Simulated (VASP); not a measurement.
**TiO2: single point with PBE+D3(BJ)+U**

The system is TiO2.

```
Ti O
1.0
     1.35645    0.78315    5.29604
    -1.35645    0.78315    5.29604
     0.00000   -1.56630    5.29604
Ti O
1 2
Direct
  0.00000 0.00000 0.00000
  0.60176 0.60176 0.60176
  0.39824 0.39824 0.39824
```

```
Program             : VASP 6.6.1
Task                : single point
Functional          : PBE
Dispersion          : D3(BJ)
Potentials or basis : VASP PAW PBE potentials, release 64 (Ti_sv, O)
Cutoff              : 520 eV
k mesh              : 12 × 12 × 12
Occupations         : gaussian, width 0.05 eV
Spin                : no spin polarisation
Hubbard terms       : Ti d U = 4.0 eV
```

```yaml
Pressure: 52.3 GPa
Largest_force: 1.990 eV/Å
Band_gap_on_the_k_mesh: 3.35 eV (least direct gap 3.93 eV)
Dispersion_energy_per_atom: -0.221 eV
```

Forces in eV/Å, atoms in the order of the input:
```
Ti   0.000  0.000  0.000
O    0.000  0.000 -1.990
O    0.000  0.000  1.990
```

Stress tensor (GPa, compression positive):
```
69.94  0.00  0.00
 0.00 69.94  0.00
 0.00  0.00 16.95
```

Levels at points of the mesh, in eV from the valence-band top:
```csv
k point,band 10,band 11,band 12,band 13,band 14,band 15
"(0.00, 0.00, 0.00)",-0.76,-0.02,-0.02,3.94,3.94,5.31
"(0.50, 0.00, 0.00)",-2.38,-1.14,-0.85,3.38,5.68,6.07
"(0.50, 0.50, 0.00)",-2.60,-0.88,-0.84,3.35,5.68,6.06
"(0.50, 0.50, 0.50)",-1.50,0.00,0.00,3.94,3.94,5.63
```

Eigenvalues of the final occupation matrices:
```
    site  spin  trace               eigenvalues
site 1 d     1   0.98  0.11 0.13 0.13 0.31 0.31
site 1 d     2   0.98  0.11 0.13 0.13 0.31 0.31
```

It took 3.1 min on 1 thread of Intel(R) Xeon(R) 6975P-C (Granite Rapids), on a shared host, peak memory 0.33 GiB.

Caveat: the stress differs along the axes, from 17 to 70 GPa; forces of over 1 eV/Å act on the atoms, so gaps and moduli don't describe the material at rest. A k mesh can miss the band edges.
